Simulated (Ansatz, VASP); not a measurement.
AlAs in VASP and in Ansatz

INCAR

```
SYSTEM = AlAs
PREC     = Accurate       ! precision mode
ENCUT    = 500            ! plane-wave cutoff, eV
EDIFF    = 1E-6           ! SCF threshold, eV
ISMEAR   = 0              ! smearing method
SIGMA    = 0.02           ! smearing width, eV
LREAL    = .False.        ! projectors in reciprocal space
LASPH    = .True.         ! aspherical terms in the spheres
NELM     = 200            ! most SCF steps
ALGO     = Normal         ! electronic algorithm
ISIF     = 2              ! what is computed and relaxed
LWAVE    = .False.        ! write WAVECAR
LCHARG   = .True.         ! write CHGCAR
MAGMOM   = 0 0 0 0 0 0    ! initial moments
LORBIT   = 11             ! projections on sites
LSORBIT  = .True.         ! spin-orbit coupling
GGA_COMPAT= .False.      
LORBMOM  = .True.       
GGA      = PS             ! functional
LVHAR    = .True.       
NBANDS   = 20             ! bands
```

File KPOINTS:

```
regular mesh
0
Gamma
  8 8 8
  0 0 0
```

POSCAR

```
AlAs
1.0
    0.0000000000      2.8372981997      2.8372981997
    2.8372981997      0.0000000000      2.8372981997
    2.8372981997      2.8372981997      0.0000000000
Al As
1 1
Direct
    0.0000000000      0.0000000000      0.0000000000
    0.2500000000      0.2500000000      0.2500000000
```

Input for Ansatz:

```yaml
crystal:
  lattice:
    - [0.0, 2.8372981997, 2.8372981997]
    - [2.8372981997, 0.0, 2.8372981997]
    - [2.8372981997, 2.8372981997, 0.0]
  atoms:
    - { symbol: Al, position: [0.0, 0.0, 0.0] }
    - { symbol: As, position: [0.25, 0.25, 0.25] }
basis:
  ecutwfc: 420
kpoints:
  mp_grid: { grid: [8, 8, 8] }
  band_path:
    path:
      - [0.0, 0.0, 0.0]
      - [-0.5, -0.5, 0.0]
      - [-0.375, -0.375, 0.25]
      - [-0.375, 0.0, 0.375]
      - [0.0, 0.0, 0.5]
      - [-0.5, -0.25, 0.25]
      - [0.0, 0.5, 0.5]
    npoints: 1
hamiltonian:
  xc: pbesol
scf:
  occupations: { method: gaussian, width: 0.02 }
  n_extra_bands: 8
output:
  eigenvalues: true
magnetization:
  noncollinear: true
  spin_orbit: true
```

Alike in both runs: task single point; functional PBEsol; k mesh 8 × 8 × 8; occupations gaussian, width 0.02 eV; non-collinear spin, spin-orbit coupling.

|  | VASP | Ansatz |
| --- | --- | --- |
| version | VASP 6.6.1 | Ansatz 0.2.0 |
| potentials or method | VASP PAW PBE potentials, release 64 (Al, As), cutoff 500 eV | plane waves, PAW |
| valence electrons in the cell | 8 | 18 |

```csv
,VASP,Ansatz,Ansatz less VASP
net moment per atom (μB),0.00,0.00,0.000
```

VASP's potentials were made for PBE, not for PBEsol. VASP's potentials hold 8 valence electrons a cell and Ansatz's 18, so a difference there can come from the potentials and not from the codes.
